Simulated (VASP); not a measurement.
Tl, 1 atom in the cell. It takes space group I4/mmm (No. 139, tetragonal). Conventional cell: a = 3.001 Å, b = 3.001 Å, c = 4.330 Å, α = 90.00°, β = 90.00°, γ = 90.00°. Within 4.0 Å of Tl (site symmetry 4/mmm) lie 12 Tl at 3.00 to 3.03 Å.  This cell differs from its parent crystal: x and y stretched by -2 %, z held.

- Program: VASP 6.6.1
- Task: electric field gradients
- Functional: PBE
- Potentials or basis: VASP PAW PBE potentials, release 64 (Tl_d)
- Cutoff: 520 eV
- k mesh: 14 × 14 × 14
- Occupations: fermi-dirac, width 0.05 eV
- Spin: no spin polarisation
- Dipole correction: no
- Further INCAR settings: ALGO = Normal; EDIFF = 1e-08; NBANDS = 12

Potentials or basis: VASP PAW PBE potentials, release 64 (Tl_d).

Command:

```sh
$ cat potpaw_PBE.64/Tl_d/POTCAR > POTCAR
$ mpirun -np 1 vasp_std > vasp.out
```

Hardware: 1 thread of Intel(R) Xeon(R) Platinum 8488C (Sapphire Rapids), with other jobs on the host.

Problem. How long does it take, and how much memory?

Solution. Run time: 24 s on 1 thread of Intel(R) Xeon(R) Platinum 8488C (Sapphire Rapids) (shared host), peak memory 0.17 GiB. Counts: scf iterations 13, k points 244.
